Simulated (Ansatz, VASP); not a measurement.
## One calculation of BAs, two programs

POSCAR

```
BAs
1.0
    0.0000000000      2.1974200000      2.3885000000
    2.1974200000      0.0000000000      2.3885000000
    2.1974200000      2.1974200000      0.0000000000
B As
1 1
Direct
    0.0000000000      0.0000000000      0.0000000000
    0.7500000000      0.7500000000      0.7500000000
```

Contents of INCAR.step1:

```
PREC     = Accurate       # precision mode
ENCUT    = 520            # plane-wave cutoff, eV
ISMEAR   = 0              # smearing method
SIGMA    = 0.05           # smearing width, eV
LREAL    = False          # projectors in reciprocal space
LASPH    = True           # aspherical terms in the spheres
NELM     = 60             # most SCF steps
NBANDS   = 11             # bands
GGA      = PE             # functional
ALGO     = Normal         # electronic algorithm
EDIFF    = 1E-4           # SCF threshold, eV
LWAVE    = True           # write WAVECAR
LCHARG   = False          # write CHGCAR
```

Contents of INCAR.step2:

```
PREC     = Accurate       # precision mode
ENCUT    = 520            # plane-wave cutoff, eV
EDIFF    = 1E-6           # SCF threshold, eV
ISMEAR   = 0              # smearing method
SIGMA    = 0.05           # smearing width, eV
LREAL    = False          # projectors in reciprocal space
LASPH    = True           # aspherical terms in the spheres
NELM     = 60             # most SCF steps
ALGO     = Normal         # electronic algorithm
ISIF     = 2              # what is computed and relaxed
LWAVE    = False          # write WAVECAR
LCHARG   = True           # write CHGCAR
METAGGA  = R2SCAN         # meta-GGA
LMIXTAU  = True         
LELF     = True           # ELF
LVHAR    = True         
NBANDS   = 11             # bands
ISTART   = 1
```

File KPOINTS:

```
Automatic mesh
0
Gamma
  10 10 10
```

Input for Ansatz:

```yaml
crystal:
  lattice:
    - [0.0, 2.19742, 2.3885]
    - [2.19742, 0.0, 2.3885]
    - [2.19742, 2.19742, 0.0]
  atoms:
    - { symbol: B, position: [0.0, 0.0, 0.0] }
    - { symbol: As, position: [0.75, 0.75, 0.75] }
basis:
  ecutwfc: 500
kpoints:
  mp_grid: { grid: [10, 10, 10] }
hamiltonian:
  xc: r2scan
scf:
  occupations: { method: gaussian, width: 0.05 }
output:
  forces: true
  stress: true
  eigenvalues: true
```

Change from the starting cell: strain -0.080 along x and y, +0.000 along z, atoms carried along.

Alike in both runs: task single point; functional r2SCAN; k mesh 10 × 10 × 10; occupations gaussian, width 0.05 eV; no spin polarisation.

|  | VASP | Ansatz |
| --- | --- | --- |
| version | VASP 6.6.1 | Ansatz 0.2.0 |
| potentials or method | VASP PAW PBE potentials, release 64 (B, As), cutoff 520 eV | scalar-relativistic, plane waves, PAW |
| valence electrons in the cell | 8 | 18 |

Ansatz gave:

| Item | Value |
| --- | --- |
| gap on the k mesh at the Fermi level (eV) | 0.45 |
| least direct gap on the mesh (eV) | 3.17 |
| pressure (GPa) | 33.8 |
| traceless stress, the component that is largest in VASP (GPa) | -16.26 |

Question: Estimate VASP's values.

Answer: gap on the k mesh at the Fermi level (eV): 0.44; least direct gap on the mesh (eV): 3.18; pressure (GPa): 34.6; traceless stress, the component that is largest in VASP (GPa): -16.18.

VASP's potentials were made for PBE, not for r2SCAN. Both programs put the cell under a high pressure, so it lies far from rest at this level. VASP's potentials hold 8 valence electrons a cell and Ansatz's 18, so a difference there can come from the potentials and not from the codes.
